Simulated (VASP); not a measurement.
# BaTiO3 in VASP: settings compared, part 2 of 2

VASP 6.6.1. Earlier steps stand in the parts before.

### 3 Single point, PBE (atoms moved at random)

Input file INCAR:

```
SYSTEM = BaTiO3
  PREC = Accurate
  ENCUT = 520
  EDIFF = 1E-6
  ISMEAR = -1
  SIGMA = 0.05
  LREAL = .False.
  LASPH = .True.
  NELM = 60
  ALGO = Normal
  ISIF = 2
  LWAVE = .False.
  LCHARG = .False.
  GGA = PE
  NBANDS = 28
```

Input file KPOINTS:

```
regular mesh
0
Gamma
  7 7 7
  0 0 0
```

Input file POSCAR:

```
BaTiO3
1.0
    3.9855000000      0.0000000000      0.0000000000
    0.0000000000      2.8369000000      2.8451500000
    0.0000000000     -2.8369000000      2.8451500000
Ba Ti O
1 1 3
Direct
    0.0005220000     -0.0001460000      0.0060690000
    0.5039280000      0.5132700000      0.5199710000
    0.5003990000      0.9771650000      0.5031310000
    0.5168270000      0.5021070000      1.0096530000
    0.0052460000      0.4897220000      0.5025510000
```

Potentials or basis: VASP PAW PBE potentials, release 64 (Ba_sv, Ti_sv, O).

Started as:

```console
cat potpaw_PBE.64/Ba_sv/POTCAR potpaw_PBE.64/Ti_sv/POTCAR potpaw_PBE.64/O/POTCAR > POTCAR
mpirun -np 1 vasp_std > vasp.out
```

Run time: 5.9 min. Hardware: 1 thread of Intel Xeon Platinum 8259CL at 2.50GHz (Skylake/Cascade Lake), shared host; peak memory 0.4 GiB.

Results (log left out):

```yaml
Free_energy: -39.9583 eV
Pressure: 4.7 GPa
Largest_force: 0.641 eV/Å
Band_gap_on_the_k_mesh: 1.94 eV (least direct gap 2.13 eV)
```

Forces on the atoms (eV/Å):
```
Ba   0.133 -0.092  0.171
Ti  -0.042  0.162  0.039
O    0.059  0.105  0.338
O   -0.272  0.055 -0.577
O    0.122 -0.231  0.029
```

Stress tensor (GPa, compression positive):
```
 4.67  0.04 -0.03
 0.04  4.88  1.23
-0.03  1.23  4.67
```

Levels at points of the mesh, in eV from the valence-band top:
```csv
k point,band 16,band 17,band 18,band 19,band 20,band 21,band 22,band 23,band 24,band 25
"(0.00, 0.00, 0.00)",-1.16,-1.02,-0.28,-0.26,-0.19,1.94,2.10,2.16,4.10,4.23
```

Caveat: the cell differs from its parent crystal (atoms moved at random); the cell stands under pressure; spin-orbit coupling is left out, which moves the levels of the heavy elements. A k mesh can miss the band edges.

### 4 Single point, PBE

This run uses another cell than the first one, of 12.10 Å³/atom.

Input file INCAR:

```
  ALGO = Normal
  EDIFF = 1E-6
  ENCUT = 600
  GGA = PE
  GGA_COMPAT = F
  ISIF = 2
  ISMEAR = -1
  LASPH = T
  LCHARG = T
  LELF = T
  LREAL = F
  LVHAR = T
  LWAVE = F
  NBANDS = 28
  NELM = 120
  PREC = Accurate
  SIGMA = 0.05
```

Input file KPOINTS:

```
k-points
0
Gamma
  7 7 7
```

Input file POSCAR:

```
BaTiO3
1.0
    3.9041404363      0.0000000000      0.0000000000
    0.0000000000      2.7789878318      2.7870694172
    0.0000000000     -2.7789878318      2.7870694172
Ba Ti O
1 1 3
Direct
    0.0000000000      0.0000000000      0.0000000000
    0.5000000000      0.5124000000      0.5124000000
    0.5000000000      0.9918400000      0.5052400000
    0.5000000000      0.5052400000      0.9918400000
    0.0000000000      0.4874000000      0.4874000000
```

Potentials or basis: VASP PAW PBE potentials, release 64 (Ba_sv, Ti_sv, O).

Started as:

```console
cat potpaw_PBE.64/Ba_sv/POTCAR potpaw_PBE.64/Ti_sv/POTCAR potpaw_PBE.64/O/POTCAR > POTCAR
mpirun -np 1 vasp_std > vasp.out
```

OUTCAR:

```text
EDIFF = 1E-6
   ENCUT = 600
   GGA = PE
   ISIF = 2
   ISMEAR = -1
   LASPH = T
   LREAL = F
   NELM = 120
   PREC = Accurate

 ion  position               nearest neighbor table
   1  0.000  0.000  0.000-   5 2.72   4 2.76   3 2.76   3 2.76   4 2.76   5 2.78   5 2.78   4 2.79
                             3 2.79   3 2.79   4 2.79   5 2.86   2 3.35   2 3.35   2 3.40   2 3.40
   2  0.500  0.512  0.512-   3 1.89   4 1.89   5 1.96   5 1.96   3 2.05   4 2.05   1 3.35   1 3.35
[... 954 lines left out ...]
  -------------------------------------------------------------------------------------
  Total        6.3152641      6.3627073      6.0825567      0.0000000      0.0000000      0.0000000
  in kB      167.3062795    168.5631631    161.1413101      0.0000000      0.0000000      0.0000000
  external PRESSURE =     165.6702509 kB  Pullay stress =       0.0000000 kB

 VOLUME and BASIS-vectors are now :
 -----------------------------------------------------------------------------
  energy-cutoff  :      600.00
  volume of cell :       60.48
      direct lattice vectors                 reciprocal lattice vectors
     3.904140436  0.000000000  0.000000000     0.256138327  0.000000000  0.000000000
     0.000000000  2.778987832  2.787069417     0.000000000  0.179921623  0.179399909
     0.000000000 -2.778987832  2.787069417     0.000000000 -0.179921623  0.179399909

 POSITION                                       TOTAL-FORCE (eV/Angst)
 -----------------------------------------------------------------------------------
      0.00000      0.00000      0.00000         0.000000      0.000000      0.165421
      1.95207      0.00000      2.85619         0.000000      0.000000     -0.187565
      1.95207      1.35226      4.17247         0.000000      0.264929     -0.081581
      1.95207     -1.35226      4.17247         0.000000     -0.264929     -0.081581
      0.00000      0.00000      2.71684         0.000000      0.000000      0.185306
 -----------------------------------------------------------------------------------
    total drift:                                0.000000      0.000001      0.000552

  FREE ENERGIE OF THE ION-ELECTRON SYSTEM (eV)
  ---------------------------------------------------
  free  energy   TOTEN  =       -39.7337175103 eV

  energy  without entropy=      -39.7337175102  energy(sigma->0) =      -39.73371751
```

Run time: 2.3 min. Hardware: 1 thread of Intel Xeon 8259CL, shared host; peak memory 0.27 GiB.

What came out:

- Free energy: -39.7337 eV
- Pressure: 16.6 GPa
- Largest force: 0.277 eV/Å
- Band gap on the k mesh: 2.05 eV (least direct gap 2.12 eV)

Forces on the atoms (eV/Å):
```
Ba   0.000  0.000  0.165
Ti   0.000  0.000 -0.188
O    0.000  0.265 -0.082
O    0.000 -0.265 -0.082
O    0.000  0.000  0.185
```

Stress tensor (GPa, compression positive):
```
16.73  0.00  0.00
 0.00 16.86  0.00
 0.00  0.00 16.11
```

Caveat: the cell stands under pressure; spin-orbit coupling is left out, which moves the levels of the heavy elements.

### 5 The runs side by side

| level | potentials or basis | cell | cutoff (eV) | gap on the mesh (eV) | pressure (GPa) | largest force (eV/Å) |
| --- | --- | --- | --- | --- | --- | --- |
| PBEsol | VASP PAW PBE potentials, release 64 (Ba_sv, Ti_sv, O_h) | a = 3.950, b = 4.007, c = 4.007 Å, angles 89.8, 90.0, 90.0°, 5 atoms, atomic positions A | 1340 | 2.18 | 1.7 | 0.04 |
| PBE | VASP PAW PBE potentials, release 64 (Ba_sv, Ti_sv, O) | a = 3.986, b = 4.018, c = 4.018 Å, angles 89.8, 90.0, 90.0°, 5 atoms, atomic positions B | 520 | 1.94 | 4.7 | 0.64 |
| PBE | VASP PAW PBE potentials, release 64 (Ba_sv, Ti_sv, O) | a = 3.904, b = 3.936, c = 3.936 Å, angles 89.8, 90.0, 90.0°, 5 atoms, atomic positions C | 600 | 2.05 | 16.6 | 0.28 |

Alike in all rows: task single point; no spin polarisation; k mesh 7 × 7 × 7; smearing fermi-dirac 0.05 eV.

Caveats: spin-orbit coupling is left out, which moves the levels of the heavy elements; the cell stands under pressure (at least some runs); the PAW data sets were made with another functional, which shifts forces and pressure a little (at least some runs).

Total energies depend on the potentials used, so only differences within one code and one set of settings carry meaning.
